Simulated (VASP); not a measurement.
## Al: single point with r2SCAN

The system is Al.

```
Al
1.0
     0.00000    2.01386    2.02398
     2.03410    0.00000    2.02398
     2.03410    2.01386    0.00000
Al
1
Direct
  0.00000 0.00000 0.00000
```

This cell differs from its parent crystal: strain +0.0050 x Voigt [1, -1, 0, 0, 0, 0].

```yaml
Program: VASP 6.6.1
Task: single point
Functional: r2SCAN
Potentials_or_basis: VASP PAW PBE potentials, release 64 (Al)
Cutoff: 520 eV
k_mesh: 20 × 20 × 20
Occupations: gaussian, width 0.15 eV
Spin: no spin polarisation
Dipole_correction: no
Further_INCAR_settings: ALGO = Normal; EDIFF = 1e-06; NBANDS = 8
```

| Quantity | Value |
| --- | --- |
| Pressure | -3.8 GPa |
| Band gap on the k mesh | zero (an odd number of electrons rules out a gap without spin polarisation) |

Stress tensor (GPa, compression positive):
```
-3.91  0.00  0.00
 0.00 -3.67  0.00
 0.00  0.00 -3.78
```

Levels at points of the mesh, in eV from the Fermi level:
```
           k point  band 1  band 2  band 3  band 4  band 5  band 6
(0.00, 0.00, 0.00)  -11.85   13.19   13.25   13.30   15.09   15.10
(0.50, 0.00, 0.00)   -5.03   -4.57   11.91   12.09   12.11   12.32
(0.50, 0.50, 0.00)   -3.20   -1.70    5.42    5.89    5.96    9.80
(0.50, 0.00, 0.50)   -3.12   -1.59    5.35    5.81    5.85    9.71
(0.00, 0.50, 0.50)   -3.27   -1.80    5.48    6.01    6.04    9.90
```

It took 5.1 min on 1 thread of AMD EPYC 9R45 96-Core Processor (Zen 5), on a shared host, peak memory 0.21 GiB.

Caveat: the cell differs from its parent crystal (strain +0.0050 x Voigt [1, -1, 0, 0, 0, 0]); the cell stands under tension; the PAW data sets were made with another functional, which shifts forces and pressure a little.
